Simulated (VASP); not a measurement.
# Pb (I4/mmm) in VASP: a series of runs, part 2 of 2

VASP 6.6.1.

**6. Single point, PBE (strain -0.025 along x and y, +0.000 along z)**

File INCAR:

```
ALGO = Normal
EDIFF = 1E-7
ENCUT = 520
GGA = PE
ISIF = 2
ISMEAR = 0
LASPH = T
LCHARG = T
LELF = T
LREAL = F
LVHAR = T
LWAVE = F
NBANDS = 13
NELM = 60
PREC = Accurate
SIGMA = 0.15
```

File KPOINTS:

```
k-points
0
Gamma
  16 16 16
```

File POSCAR:

```
Pb
1.0
    0.0000000000      2.4080550000      2.4698000000
    2.4080550000      0.0000000000      2.4698000000
    2.4080550000      2.4080550000      0.0000000000
Pb
1
Direct
    0.0000000000      0.0000000000      0.0000000000
```

Potentials or basis: VASP PAW PBE potentials, release 64 (Pb_d).

Started as:

```sh
$ cat potpaw_PBE.64/Pb_d/POTCAR > POTCAR
$ mpirun -np 1 vasp_std > vasp.out
```

OUTCAR:

```text
EDIFF = 1E-7
   ENCUT = 520
   GGA = PE
   ISIF = 2
   ISMEAR = 0
   LASPH = T
   LREAL = F
   NELM = 60
   PREC = Accurate

 ion  position               nearest neighbor table
   1  0.000  0.000  0.000-

  LATTYP: Found a body centered tetragonal cell.
 ALAT       =     3.4055040399
 C/A-ratio  =     1.4504754486

  Lattice vectors:

 A1 = (  -2.4080550000,   0.0000000000,   2.4698000000)
 A2 = (   2.4080550000,   0.0000000000,   2.4698000000)
 A3 = (   0.0000000000,   2.4080550000,  -2.4698000000)

Analysis of symmetry for initial positions (statically):
=====================================================================
 Subroutine PRICEL returns:
 Original cell was already a primitive cell.

 Routine SETGRP: Setting up the symmetry group for a
 body centered tetragonal supercell.

 Subroutine GETGRP returns: Found 16 space group operations
 (whereof 16 operations were pure point group operations)
 out of a pool of 16 trial point group operations.

The static configuration has the point symmetry D_4h.

Analysis of symmetry for dynamics (positions and initial velocities):
=====================================================================
 Subroutine PRICEL returns:
 Original cell was already a primitive cell.

 Routine SETGRP: Setting up the symmetry group for a
 body centered tetragonal supercell.

 Subroutine GETGRP returns: Found 16 space group operations
 (whereof 16 operations were pure point group operations)
 out of a pool of 16 trial point group operations.

The dynamic configuration has the point symmetry D_4h.

 Subroutine INISYM returns: Found 16 space group operations
 (whereof 16 operations are pure point group operations),
 and found     1 'primitive' translations

----------------------------------------------------------------------------------------

                                     Primitive cell

  volume of cell :      28.6434

  direct lattice vectors                    reciprocal lattice vectors
[... 108 lines left out ...]
  Thomas-Fermi vector in A             =   2.421448
   LORBIT       =      0    0 simple, 1 ext, 2 COOP (PROOUT), +10 PAW based schemes
   GGA     = PE    functional components
   LHFCALC =     F    Hartree Fock is set to
   AEXX    =    0.0000 exact exchange contribution
   IVDW    =     0    specifies the selected vdW correction
   LEPSILON=     F    determine dielectric tensor
   LRPA    =     F    only Hartree local field effects (RPA)
 non-spin polarized calculation
 Gauss-broadening in eV      SIGMA  =   0.15
  energy-cutoff  :      520.00
  volume of cell :       28.64
 maximum number of plane-waves:       791
 NGX is ok and might be reduce to    28
   NGX = 13   NGY = 13   NGZ = 13

 number of electron      14.0000001 magnetization

 Free energy of the ion-electron system (eV)
  ---------------------------------------------------
  ext. energy  EPLUGINS =         0.00000000
  ---------------------------------------------------
  free energy    TOTEN  =        -3.51432844 eV

  energy without entropy =       -3.51007215  energy(sigma->0) =       -3.51220029

 E-fermi :   7.9887     XC(G=0): -10.4615

 val. band max:        7.9481222317   @ k =  -0.2500   0.3125   0.1250
 cond. band min:       8.0139755869   @ k =  -0.3125  -0.0000   0.2500
 fundamental gap:      0.0658533552
 Fermi energy:         7.9886569213

 k-point     1 :       0.0000    0.0000    0.0000
  band No.  band energies     occupation
      1      -9.2074      2.00000
      2      -9.1688      2.00000
      3      -9.1688      2.00000
      4      -9.0317      2.00000
      5      -8.9994      2.00000
      6      -4.2166      2.00000
      7      15.7990      0.00000
      8      15.7990      0.00000
      9      15.8525      0.00000
     10      17.7380      0.00000
     11      20.0153      0.00000
     12      20.8431      0.00000
     13      20.8719      0.00000
[... 354 lines left out ...]
  band No.  band energies     occupation
      1      -9.1829      2.00000
      2      -9.1745      2.00000
      3      -9.1543      2.00000
      4      -9.0237      2.00000
      5      -9.0093      2.00000
      6      -4.0001      2.00000
      7      13.8732      0.00000
      8      14.7558      0.00000
      9      15.9272      0.00000
     10      17.6124      0.00000
     11      20.4579      0.00000
     12      20.9527      0.00000
     13      21.9660      0.00000

 [... further k-points ...]
[... 5 lines left out ...]
  --------------------------------------------------------------------------------------
  -------------------------------------------------------------------------------------
  Total        1.0361551      1.0361551      0.9520317      0.0000000     -0.0000000      0.0000000
  in kB       57.9576500     57.9576500     53.2521842      0.0000000     -0.0000000      0.0000000
  external PRESSURE =      56.3891614 kB  Pullay stress =       0.0000000 kB

 VOLUME and BASIS-vectors are now :
 -----------------------------------------------------------------------------
  energy-cutoff  :      520.00
  volume of cell :       28.64
      direct lattice vectors                 reciprocal lattice vectors
     0.000000000  2.408055000  2.469800000    -0.207636453  0.207636453  0.202445542
     2.408055000  0.000000000  2.469800000     0.207636453 -0.207636453  0.202445542
     2.408055000  2.408055000  0.000000000     0.207636453  0.207636453 -0.202445542

 POSITION                                       TOTAL-FORCE (eV/Angst)
 -----------------------------------------------------------------------------------
      0.00000      0.00000      0.00000         0.000000      0.000000      0.000000
 -----------------------------------------------------------------------------------
    total drift:                               -0.000000      0.000000     -0.000000

  FREE ENERGIE OF THE ION-ELECTRON SYSTEM (eV)
  ---------------------------------------------------
  free  energy   TOTEN  =        -3.5143284407 eV

  energy  without entropy=       -3.5100721476  energy(sigma->0) =       -3.51220029
```

It took 48 s on 1 thread of AMD EPYC 9R45 (Zen 5), shared host; peak memory 0.22 GiB.

What came out:

```
Free energy            : -3.5143 eV
Pressure               : 5.6 GPa
Band gap on the k mesh : zero (bands 7 and 8 overlap by 9.76 eV)
```

Stress tensor (GPa, compression positive):
```
5.80 0.00 0.00
0.00 5.80 0.00
0.00 0.00 5.33
```

Levels at points of the mesh, in eV from the Fermi level:
| k point | band 3 | band 4 | band 5 | band 6 | band 7 | band 8 | band 9 | band 10 | band 11 | band 12 |
| --- | --- | --- | --- | --- | --- | --- | --- | --- | --- | --- |
| (0.00, 0.00, 0.00) | -17.16 | -17.02 | -16.99 | -12.21 | 7.81 | 7.81 | 7.86 | 9.75 | 12.03 | 12.85 |
| (0.50, 0.00, 0.00) | -17.14 | -16.85 | -16.84 | -8.23 | -4.54 | 5.61 | 6.08 | 9.25 | 9.88 | 11.38 |
| (0.50, 0.50, 0.00) | -16.86 | -16.81 | -16.81 | -6.89 | -3.69 | 2.28 | 2.28 | 5.72 | 6.98 | 18.78 |
| (0.50, 0.00, 0.50) | -16.86 | -16.82 | -16.79 | -6.57 | -3.48 | 1.87 | 2.04 | 5.41 | 6.70 | 18.31 |

Caveat: the cell differs from its parent crystal (strain -0.025 along x and y, +0.000 along z); the cell stands under pressure; spin-orbit coupling is left out, which moves the levels of the heavy elements.

**7. Single point, PBE (strain -0.025 along x and y, +0.025 along z)**

File INCAR:

```
SYSTEM = Pb
  PREC = Accurate
  ENCUT = 520
  EDIFF = 1E-6
  ISMEAR = 0
  SIGMA = 0.15
  LREAL = .False.
  LASPH = .True.
  NELM = 60
  ALGO = Normal
  ISIF = 2
  LWAVE = .False.
  LCHARG = .False.
  GGA = PE
  NBANDS = 13
```

File KPOINTS:

```
Automatic mesh
0
Gamma
  16 16 16
  0 0 0
```

File POSCAR:

```
Pb
1.0
    0.0000000000      2.4080550000      2.5315450000
    2.4080550000      0.0000000000      2.5315450000
    2.4080550000      2.4080550000      0.0000000000
Pb
1
Direct
    0.0000000000      0.0000000000      0.0000000000
```

Potentials or basis: VASP PAW PBE potentials, release 64 (Pb_d).

Started as:

```sh
$ cat potpaw_PBE.64/Pb_d/POTCAR > POTCAR
$ mpirun -np 1 vasp_std > vasp.out
```

OUTCAR:

```text
SYSTEM = Pb
   PREC = Accurate
   ENCUT = 520
   EDIFF = 1E-6
   ISMEAR = 0
   LREAL = .False.
   LASPH = .True.
   NELM = 60
   ISIF = 2
   GGA = PE

 ion  position               nearest neighbor table
   1  0.000  0.000  0.000-

  LATTYP: Found a body centered tetragonal cell.
 ALAT       =     3.4055040399
 C/A-ratio  =     1.4867373348

  Lattice vectors:

 A1 = (  -2.4080550000,   0.0000000000,   2.5315450000)
 A2 = (   2.4080550000,   0.0000000000,   2.5315450000)
 A3 = (   0.0000000000,   2.4080550000,  -2.5315450000)

Analysis of symmetry for initial positions (statically):
=====================================================================
 Subroutine PRICEL returns:
 Original cell was already a primitive cell.

 Routine SETGRP: Setting up the symmetry group for a
 body centered tetragonal supercell.

 Subroutine GETGRP returns: Found 16 space group operations
 (whereof 16 operations were pure point group operations)
 out of a pool of 16 trial point group operations.

The static configuration has the point symmetry D_4h.

Analysis of symmetry for dynamics (positions and initial velocities):
[... 163 lines left out ...]
 Fermi energy:         7.6844079052

 k-point     1 :       0.0000    0.0000    0.0000
  band No.  band energies     occupation
      1      -9.4977      2.00000
      2      -9.4257      2.00000
      3      -9.4257      2.00000
      4      -9.3273      2.00000
      5      -9.2659      2.00000
      6      -4.3297      2.00000
      7      15.3016      0.00000
      8      15.3016      0.00000
      9      15.3838      0.00000
     10      17.4571      0.00000
     11      19.4158      0.00000
     12      20.3509      0.00000
     13      20.4227      0.00000
[... 354 lines left out ...]
  band No.  band energies     occupation
      1      -9.4725      2.00000
      2      -9.4325      2.00000
      3      -9.4127      2.00000
      4      -9.3179      2.00000
      5      -9.2764      2.00000
      6      -4.1150      2.00000
      7      13.3672      0.00000
      8      14.3196      0.00000
      9      15.4389      0.00000
     10      17.2876      0.00000
     11      19.9221      0.00000
     12      20.5098      0.00000
     13      21.4413      0.00000

 [... further k-points ...]
[... 5 lines left out ...]
  --------------------------------------------------------------------------------------
  -------------------------------------------------------------------------------------
  Total        0.8144089      0.8144089      0.6205382      0.0000000      0.0000000      0.0000000
  in kB       44.4431319     44.4431319     33.8634067      0.0000000      0.0000000      0.0000000
  external PRESSURE =      40.9165568 kB  Pullay stress =       0.0000000 kB

 VOLUME and BASIS-vectors are now :
 -----------------------------------------------------------------------------
  energy-cutoff  :      520.00
  volume of cell :       29.36
      direct lattice vectors                 reciprocal lattice vectors
     0.000000000  2.408055000  2.531545000    -0.207636453  0.207636453  0.197507846
     2.408055000  0.000000000  2.531545000     0.207636453 -0.207636453  0.197507846
     2.408055000  2.408055000  0.000000000     0.207636453  0.207636453 -0.197507846

 POSITION                                       TOTAL-FORCE (eV/Angst)
 -----------------------------------------------------------------------------------
      0.00000      0.00000      0.00000         0.000000      0.000000      0.000000
 -----------------------------------------------------------------------------------
    total drift:                               -0.000000     -0.000000     -0.000000

  FREE ENERGIE OF THE ION-ELECTRON SYSTEM (eV)
  ---------------------------------------------------
  free  energy   TOTEN  =        -3.5340449681 eV

  energy  without entropy=       -3.5295872031  energy(sigma->0) =       -3.53181609
```

OSZICAR:

```text
N       E                     dE             d eps       ncg     rms          rms(c)
DAV:   1     0.106558083507E+03    0.10656E+03   -0.71585E+03  9193   0.127E+03
DAV:   2     0.159811881577E+01   -0.10496E+03   -0.10164E+03  9584   0.312E+02
DAV:   3    -0.342777641710E+01   -0.50259E+01   -0.50074E+01 11148   0.733E+01
DAV:   4    -0.354192708395E+01   -0.11415E+00   -0.11412E+00 11373   0.117E+01
DAV:   5    -0.354692973010E+01   -0.50026E-02   -0.50025E-02 12718   0.228E+00    0.562E-01
DAV:   6    -0.353672823668E+01    0.10201E-01   -0.13360E-02 11758   0.208E+00    0.276E-01
DAV:   7    -0.353414688961E+01    0.25813E-02   -0.57929E-03 11934   0.128E+00    0.884E-02
DAV:   8    -0.353404941557E+01    0.97474E-04   -0.41629E-04 12722   0.322E-01    0.954E-03
DAV:   9    -0.353404632209E+01    0.30935E-05   -0.84902E-06 12859   0.508E-02    0.496E-03
DAV:  10    -0.353404491922E+01    0.14029E-05   -0.69035E-07  7927   0.783E-03    0.333E-04
DAV:  11    -0.353404496806E+01   -0.48843E-07   -0.81313E-08  6997   0.519E-03
   1 F= -.35340450E+01 E0= -.35318161E+01  d E =-.445776E-02
```

Wall time 46 s (1 thread of AMD EPYC 9R45 (Zen 5), shared host); peak memory 0.22 GiB.

Results:

| Item | Value |
| --- | --- |
| Free energy | -3.5340 eV |
| Pressure | 4.1 GPa |
| Band gap on the k mesh | zero (bands 7 and 8 overlap by 9.56 eV) |

Stress tensor (GPa, compression positive):
```
4.44 0.00 0.00
0.00 4.44 0.00
0.00 0.00 3.39
```

Caveat: the cell differs from its parent crystal (strain -0.025 along x and y, +0.025 along z); the cell stands under pressure; spin-orbit coupling is left out, which moves the levels of the heavy elements.

**8. Overview**

| cell | gap on the mesh (eV) | pressure (GPa) |
| --- | --- | --- |
| a = 3.624, b = 3.624, c = 3.667 Å, angles 59.6, 59.6, 60.8°, 1 atom | none | -2.2 |
| a = 3.362, b = 3.362, c = 3.318 Å, angles 60.4, 60.4, 59.1°, 1 atom | none | 11.7 |
| a = 3.407, b = 3.407, c = 3.318 Å, angles 60.9, 60.9, 58.3°, 1 atom | none | 9.5 |
| a = 3.362, b = 3.362, c = 3.406 Å, angles 59.6, 59.6, 60.9°, 1 atom | none | 9.4 |
| a = 3.449, b = 3.449, c = 3.406 Å, angles 60.4, 60.4, 59.2°, 1 atom | none | 5.6 |
| a = 3.494, b = 3.494, c = 3.406 Å, angles 60.8, 60.8, 58.3°, 1 atom | none | 4.1 |

Alike in all rows: task single point; level PBE; potentials or basis VASP PAW PBE potentials, release 64 (Pb_d); no spin polarisation; k mesh 16 × 16 × 16; cutoff (eV) 520; smearing gaussian 0.15 eV.

Caveats: spin-orbit coupling is left out, which moves the levels of the heavy elements; the cell stands under pressure (at least some runs).

Absolute energies hang on the potentials; compare differences alone.

The gap in the log of VASP goes by the Fermi energy; the results here count the filled bands.